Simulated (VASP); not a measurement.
# P (Im-3m) in VASP: notebook, part 2 of 2

VASP 6.6.1. The steps go on from the part before.

**3. Single point, PBEsol**

Contents of INCAR:

```
SYSTEM = P
  PREC = Accurate
  ENCUT = 500
  EDIFF = 1E-6
  ISMEAR = -1
  SIGMA = 0.05
  LREAL = .FALSE.
  LASPH = .TRUE.
  NELM = 120
  ALGO = Normal
  ISIF = 2
  LWAVE = .FALSE.
  LCHARG = .TRUE.
  GGA = PS
  LELF = .TRUE.
  LVHAR = .TRUE.
  NBANDS = 8
  GGA_COMPAT = .FALSE.
```

Contents of KPOINTS:

```
Automatic mesh
0
G
  17 17 17
  0 0 0
```

Contents of POSCAR:

```
P
1.0
   -1.5066301413      1.5066301413      1.5066301413
    1.5066301413     -1.5066301413      1.5066301413
    1.5066301413      1.5066301413     -1.5066301413
P
1
Direct
    0.0000000000      0.0000000000      0.0000000000
```

Potentials or basis: VASP PAW PBE potentials, release 64 (P).

Run with:

```console
> cat potpaw_PBE.64/P/POTCAR > POTCAR
> mpirun -np 1 vasp_std > vasp.out
```

OUTCAR:

```text
SYSTEM = P
   PREC = Accurate
   ENCUT = 500
   EDIFF = 1E-6
   ISMEAR = -1
   LREAL = .FALSE.
   LASPH = .TRUE.
   NELM = 120
   ISIF = 2
   GGA = PS

 ion  position               nearest neighbor table
   1  0.000  0.000  0.000-

  LATTYP: Found a body centered cubic cell.
 ALAT       =     3.0132602826

  Lattice vectors:

 A1 = (  -1.5066301413,   1.5066301413,   1.5066301413)
 A2 = (   1.5066301413,  -1.5066301413,   1.5066301413)
 A3 = (   1.5066301413,   1.5066301413,  -1.5066301413)
[... 433 lines left out ...]
  band No.  band energies     occupation
      1      -3.4719      2.00000
      2       9.7815      2.00000
      3      11.3331      0.00000
      4      15.3034      0.00000
      5      20.8246      0.00000
      6      22.5104      0.00000
      7      26.1108      0.00000
      8      27.7632      0.00000

 [... further k-points ...]
[... 5 lines left out ...]
  --------------------------------------------------------------------------------------
  -------------------------------------------------------------------------------------
  Total        0.0085101      0.0085101      0.0085101      0.0000000     -0.0000000      0.0000000
  in kB        0.9967072      0.9967072      0.9967072      0.0000000     -0.0000000      0.0000000
  external PRESSURE =       0.9967072 kB  Pullay stress =       0.0000000 kB

 VOLUME and BASIS-vectors are now :
 -----------------------------------------------------------------------------
  energy-cutoff  :      500.00
  volume of cell :       13.68
      direct lattice vectors                 reciprocal lattice vectors
    -1.506630141  1.506630141  1.506630141     0.000000000  0.331866452  0.331866452
     1.506630141 -1.506630141  1.506630141     0.331866452  0.000000000  0.331866452
     1.506630141  1.506630141 -1.506630141     0.331866452  0.331866452  0.000000000

 POSITION                                       TOTAL-FORCE (eV/Angst)
 -----------------------------------------------------------------------------------
      0.00000      0.00000      0.00000         0.000000      0.000000     -0.000000
 -----------------------------------------------------------------------------------
    total drift:                                0.000000      0.000000     -0.000000

  FREE ENERGIE OF THE ION-ELECTRON SYSTEM (eV)
  ---------------------------------------------------
  free  energy   TOTEN  =        -5.2210611581 eV

  energy  without entropy=       -5.2164393738  energy(sigma->0) =       -5.21875027
```

stdout:

```text
POSCAR found type information on POSCAR P
 POSCAR found :  1 types and       1 ions
 scaLAPACK will be used
 -----------------------------------------------------------------------------
|                                                                             |
|                                                                             |
|     You enforced a specific xc type in the INCAR file but a different       |
|     I HOPE YOU KNOW WHAT YOU ARE DOING!                                     |
|                                                                             |
 -----------------------------------------------------------------------------

 LDA part: xc-table for (Slater+PW92), standard interpolation
 POSCAR, INCAR and KPOINTS ok, starting setup
 FFT: planning ... GRIDC
 FFT: planning ... GRID_SOFT
 FFT: planning ... GRID
 WAVECAR not read
 entering main loop
```

Wall time 7.2 s (1 thread of Intel Xeon Platinum 8375C at 2.90GHz (Ice Lake), shared host); peak memory 0.13 GiB.

What came out:

| Quantity | Value |
| --- | --- |
| Free energy | -5.2211 eV |
| Pressure | 0.1 GPa |
| Band gap on the k mesh | zero (an odd number of electrons rules out a gap without spin polarisation) |

Levels at points of the mesh, in eV from the Fermi level:
| k point | band 1 | band 2 | band 3 | band 4 | band 5 | band 6 |
| --- | --- | --- | --- | --- | --- | --- |
| (0.00, 0.00, 0.00) | -16.81 | 7.65 | 7.65 | 7.65 | 12.22 | 12.22 |

Caveat: the PAW data sets were made with another functional, which shifts forces and pressure a little.

**4. Relaxation of cell and atoms, PBEsol**

This run uses another cell than the first one, of 15.00 Å³/atom.

Contents of INCAR:

```
SYSTEM = P
PREC = Accurate
ENCUT = 500
EDIFF = 1E-7
ISMEAR = -1
SIGMA = 0.05
LREAL = .False.
LASPH = .True.
NELM = 120
ALGO = Normal
ISIF = 3
LWAVE = .False.
LCHARG = .False.
GGA = PS
IBRION = 2
NSW = 60
EDIFFG = -0.005
GGA_COMPAT = .False.
NELMIN = 4
```

Contents of KPOINTS:

```
regular mesh
0
Gamma
  17 17 17
  0 0 0
```

Contents of POSCAR:

```
P
1.0
   -1.5536162530      1.5536162530      1.5536162530
    1.5536162530     -1.5536162530      1.5536162530
    1.5536162530      1.5536162530     -1.5536162530
P
1
Direct
    0.0000000000      0.0000000000      0.0000000000
```

Run with:

```console
> cat potpaw_PBE.64/P/POTCAR > POTCAR
> mpirun -np 1 vasp_std > vasp.out
```

It took 14 s on 1 thread of Intel Xeon Platinum 8375C at 2.90GHz (Ice Lake), shared host; peak memory 0.13 GiB.

The run converged. Its results:

```yaml
Free_energy: -5.2214 eV
Relaxed_volume: 13.69 Å³/atom
Relaxed_cell: a = 2.610 Å, b = 2.610 Å, c = 2.610 Å, α = 109.47°, β = 109.47°, γ = 109.47°
Space_group_after_relaxing_to_0.1_Å: Im-3m (No. 229)
Energy_gained_by_relaxing: 38.2 meV/atom
Ionic_steps: 3
Pressure_after_relaxing: 0.0 GPa
Band_gap_on_the_k_mesh: zero (an odd number of electrons rules out a gap without spin polarisation)
```

The path:
| step | energy change (eV) | largest force (eV/Å) | pressure (GPa) | volume (Å³) |
| --- | --- | --- | --- | --- |
| 1 | 0.0000 | 0.0000 | -8.73 | 15.00 |
| 2 | -0.0340 | 0.0000 | 3.44 | 13.29 |
| 3 | -0.0382 | 0.0000 | 0.05 | 13.69 |

Final structure:
```
P
1.0
    -1.50693    1.50693    1.50693
     1.50693   -1.50693    1.50693
     1.50693    1.50693   -1.50693
P
1
Cartesian
  0.0000 0.0000 0.0000
```

Levels at points of the mesh, in eV from the Fermi level:
| k point | band 1 | band 2 | band 3 | band 4 | band 5 | band 6 |
| --- | --- | --- | --- | --- | --- | --- |
| (0.00, 0.00, 0.00) | -16.80 | 7.64 | 7.64 | 7.64 | 12.22 | 12.22 |

Caveat: the PAW data sets were made with another functional, which shifts forces and pressure a little.
